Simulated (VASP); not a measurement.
Set up this calculation in VASP 6.6.1, as the native input.

- Task: single point
- Functional: PBE
- Potentials or basis: VASP PAW PBE potentials, release 64 (Be, Te)
- Cutoff: 600 eV
- k mesh: 10 × 10 × 10
- Occupations: gaussian, width 0.01 eV
- Spin: no spin polarisation
- Dipole correction: no
- Further INCAR settings: ALGO = Normal; EDIFF = 1e-06; NBANDS = 11

The structure of BeTe lies in POSCAR:

```
BeTe
1.0
    0.0000000000      2.8324841938      2.8324841938
    2.8324841938      0.0000000000      2.8324841938
    2.8324841938      2.8324841938      0.0000000000
Be Te
1 1
Direct
    0.0000000000      0.0000000000      0.0000000000
    0.7500000000      0.7500000000      0.7500000000
```

These files were run (other wordings do the same):

INCAR

```
PREC     = Accurate       # precision mode
ENCUT    = 600            # plane-wave cutoff, eV
EDIFF    = 1E-6           # SCF threshold, eV
ISMEAR   = 0              # smearing method
SIGMA    = 0.01           # smearing width, eV
LREAL    = F              # projectors in reciprocal space
LASPH    = T              # aspherical terms in the spheres
NELM     = 120            # most SCF steps
ALGO     = Normal         # electronic algorithm
ISIF     = 2              # what is computed and relaxed
LWAVE    = F              # write WAVECAR
LCHARG   = F              # write CHGCAR
GGA      = PE             # functional
NBANDS   = 11             # bands
GGA_COMPAT= F
```

KPOINTS

```
regular mesh
0
Gamma
  10 10 10
```

Potentials or basis: VASP PAW PBE potentials, release 64 (Be, Te).

The run is started by

```sh
$ cat potpaw_PBE.64/Be/POTCAR potpaw_PBE.64/Te/POTCAR > POTCAR
$ mpirun -np 1 vasp_std > vasp.out
```

It gave:

* Pressure: 0.1 GPa
* Band gap on the k mesh: 2.02 eV, indirect (least direct gap 3.62 eV)

Caveat: spin-orbit coupling is left out, which moves the levels of the heavy elements.

Run time: 18 s on 1 thread of Intel(R) Xeon(R) Platinum 8375C CPU @ 2.90GHz (Ice Lake) (shared host), peak memory 0.19 GiB.
